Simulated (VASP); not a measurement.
Write the native input for VASP 6.6.1 that does the following.

| Quantity | Value |
| --- | --- |
| Task | single point |
| Functional | PBE |
| Potentials or basis | VASP PAW PBE potentials, release 64 (B, C) |
| Cutoff | 520 eV |
| k mesh | 7 × 7 × 7 |
| Occupations | fermi-dirac, width 0.05 eV |
| Spin | no spin polarisation |
| Dipole correction | no |
| Further INCAR settings | ALGO = Normal; EDIFF = 1e-07; NBANDS = 26 |

The structure of BC7 lies in POSCAR:

```
BC7
1.0
    3.6190282653      0.0000000000      0.0000000000
    0.0000000000      3.6190282653      0.0000000000
    0.0000000000      0.0000000000      3.6190282653
B C
1 7
Direct
    0.0000000000      0.0000000000      0.0000000000
    0.0000000000      0.5000000000      0.5000000000
    0.5000000000      0.5000000000      0.0000000000
    0.5000000000      0.0000000000      0.5000000000
    0.7452206997      0.7452206997      0.2547793003
    0.7452206997      0.2547793003      0.7452206997
    0.2547793003      0.7452206997      0.7452206997
    0.2547793003      0.2547793003      0.2547793003
```

One way to write it, as run:

INCAR

```
PREC     = Accurate       # precision mode
ENCUT    = 520            # plane-wave cutoff, eV
EDIFF    = 1E-7           # SCF threshold, eV
ISMEAR   = -1             # smearing method
SIGMA    = 0.05           # smearing width, eV
LREAL    = False          # projectors in reciprocal space
LASPH    = True           # aspherical terms in the spheres
NELM     = 100            # most SCF steps
ALGO     = Normal         # electronic algorithm
ISIF     = 2              # what is computed and relaxed
LWAVE    = False          # write WAVECAR
LCHARG   = False          # write CHGCAR
GGA      = PE             # functional
NBANDS   = 26             # bands
```

KPOINTS

```
regular mesh
0
Gamma
  7 7 7
```

Potentials or basis: VASP PAW PBE potentials, release 64 (B, C).

Command:

```console
$ cat potpaw_PBE.64/B/POTCAR potpaw_PBE.64/C/POTCAR > POTCAR
$ mpirun -np 1 vasp_std > vasp.out
```

Results of the run:

The pressure is 0.5 GPa, the largest force is 0.008 eV/Å and the band gap on the k mesh is zero (an odd number of electrons rules out a gap without spin polarisation).

It took 24 s on 1 thread of Intel Xeon 8259CL, on a shared host, peak memory 0.16 GiB.
